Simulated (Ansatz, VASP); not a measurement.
# AgCl in VASP and in Ansatz

```xyz
2
Lattice="0.0000 2.8060 2.8060 2.8060 0.0000 2.8060 2.8060 2.8060 0.0000" Properties=species:S:1:pos:R:3 pbc="T T T"
Ag    2.9740    2.8060    2.8060
Cl   -0.5112    0.0000    0.0000
```

Change from the starting cell: mode 4 frozen in at -0.511 Å, equal normal strain along x and y +0.0000.

Alike in both runs: task single point; functional PBE; k mesh 8 × 8 × 8; occupations gaussian, width 0.05 eV; no spin polarisation.

|  | VASP | Ansatz |
| --- | --- | --- |
| version | VASP 6.6.1 | Ansatz 0.2.0 |
| potentials or method | VASP PAW PBE potentials, release 64 (Ag, Cl), cutoff 520 eV | scalar-relativistic, plane waves, PAW |
| valence electrons in the cell | 18 | 26 |

VASP gave:

| Item | Value |
| --- | --- |
| gap on the k mesh at the Fermi level (eV) | 1.30 |
| least direct gap on the mesh (eV) | 1.56 |
| pressure (GPa) | 10.8 |
| traceless stress, the component that is largest in VASP (GPa) | 20.65 |
| rms of the force components (eV/Å) | 2.224 |

What did Ansatz give for the same quantities?

gap on the k mesh at the Fermi level (eV): 1.31; least direct gap on the mesh (eV): 1.56; pressure (GPa): 11.0; traceless stress, the component that is largest in VASP (GPa): 20.85; rms of the force components (eV/Å): 2.248.

Atom by atom the forces differ by 0.025 eV/Å (rms over components). VASP's potentials hold 18 valence electrons a cell and Ansatz's 26, so a difference there can come from the potentials and not from the codes.
